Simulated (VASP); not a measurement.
Wanted: the native input for a VASP 6.6.1 run.

```yaml
Task: single point
Functional: PBEsol
Potentials_or_basis: VASP PAW PBE potentials, release 64 (Pb_d, Si)
Cutoff: 500 eV
k_mesh: 4 × 4 × 4
Occupations: gaussian, width 0.05 eV
Spin: no spin polarisation
Dipole_correction: no
Further_INCAR_settings: ALGO = Normal; EDIFF = 1e-06; NBANDS = 16
```

The structure of SiPb lies in POSCAR:

```
SiPb
1.0
    3.7735837311      0.0000000000      0.0000000000
    0.0000000000      3.7735837311      0.0000000000
    0.0000000000      0.0000000000      3.7735837311
Pb Si
1 1
Direct
    0.0000000000      0.0000000000      0.0000000000
    0.5000000000      0.5000000000      0.5000000000
```

One way to write it, as run:

INCAR

```
PREC     = Accurate       # precision mode
ENCUT    = 500            # plane-wave cutoff, eV
EDIFF    = 1E-6           # SCF threshold, eV
ISMEAR   = 0              # smearing method
SIGMA    = 0.05           # smearing width, eV
LREAL    = F              # projectors in reciprocal space
LASPH    = T              # aspherical terms in the spheres
NELM     = 120            # most SCF steps
ALGO     = Normal         # electronic algorithm
ISIF     = 2              # what is computed and relaxed
LWAVE    = F              # write WAVECAR
LCHARG   = F              # write CHGCAR
GGA      = PS             # functional
NBANDS   = 16             # bands
GGA_COMPAT= F
```

KPOINTS

```
regular mesh
0
Gamma
  4 4 4
```

Potentials or basis: VASP PAW PBE potentials, release 64 (Pb_d, Si).

The run is started by

```bash
$ cat potpaw_PBE.64/Pb_d/POTCAR potpaw_PBE.64/Si/POTCAR > POTCAR
$ mpirun -np 1 vasp_std > vasp.out
```

It gave:

- Pressure: -7.4 GPa
- Band gap on the k mesh: zero (band 9 reaches 7.74 eV, above the bottom of band 10 at 4.82 eV)

Caveat: the k points lie up to 0.42 Å⁻¹ apart; the PAW data sets were made with another functional, which shifts forces and pressure a little; spin-orbit coupling is left out, which moves the levels of the heavy elements.

Run time: 4.1 s on 1 thread of Intel(R) Xeon(R) 6975P-C (Granite Rapids), with other jobs on the host, peak memory 0.15 GiB.
